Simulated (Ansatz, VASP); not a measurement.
# AgPt3 in VASP and in Ansatz

```
Ag Pt
1.0
     3.90000    0.00000    0.00000
     0.00000    3.90000    0.00000
     0.00000    0.00000    3.82200
Ag Pt
1 3
Cartesian
  0.0000 0.0000 0.0000
  0.0000 1.9500 1.9110
  1.9500 0.0000 1.9110
  1.9500 1.9500 0.0000
```

Change from the starting cell: zz strain of -2 %, PAW files.

Alike in both runs: task electric field gradients; functional LDA; k mesh 9 × 9 × 9; occupations fermi-dirac, width 0.08 eV; no spin polarisation.

|  | VASP | Ansatz |
| --- | --- | --- |
| version | VASP 6.6.1 | Ansatz 0.2.0 |
| potentials or method | VASP PAW LDA potentials, release 64 (Ag_sv_GW, Pt_sv_GW) | PAW with Ansatz's default frozen-core files, scalar-relativistic |
| plane-wave cutoff (eV) | 470 | 420 |
| valence electrons in the cell | 73 | 73 |

VASP gave:

```
size of Vzz on the site where it differs most (V/Å²) : 27.3
```

Which values does Ansatz return?

Size of Vzz on the site where it differs most (V/Å²): 0.9.

LDA's correlation is that of Perdew and Zunger in VASP and of Perdew and Wang (1992) in Ansatz.

Spin-orbit coupling is off throughout.
